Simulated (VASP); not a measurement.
GaSb:

```
Ga Sb
1.0
     3.98143    0.00000    0.00000
    -1.99072    3.44802    0.00000
     0.00000    0.00000    6.94765
Ga Sb
2 2
Direct
  0.00000 0.00000 0.00000
  0.00000 0.00000 0.50000
  0.33333 0.66667 0.25000
  0.66667 0.33333 0.75000
```

Base run:

```yaml
Program: VASP 6.6.1
Functional: r2SCAN
Potentials_or_basis: VASP PAW PBE potentials, release 64 (Ga_d, Sb)
Cutoff: 520 eV
k_mesh: 6 × 6 × 4
Occupations: fermi-dirac, width 0.02 eV
Spin: no spin polarisation
```

Its results: band gap on the k mesh zero (band 18 reaches 7.54 eV, above the bottom of band 19 at 3.57 eV); pressure 0.1 GPa.

Question: The run is repeated on the same cell with these changes: functional from r2SCAN to HSE06; k mesh from 6 × 6 × 4 to 6 × 6 × 2. What comes out?

Answer: Band gap on the k mesh zero (band 18 reaches 7.56 eV, above the bottom of band 19 at 3.28 eV); pressure -1.1 GPa.

Several settings changed at once, so the effect can't be laid on one alone.

Caveats: some runs use coarse meshes; the PAW data sets were made with another functional, which shifts forces and pressure a little; spin-orbit coupling is left out, which moves the levels of the heavy elements.
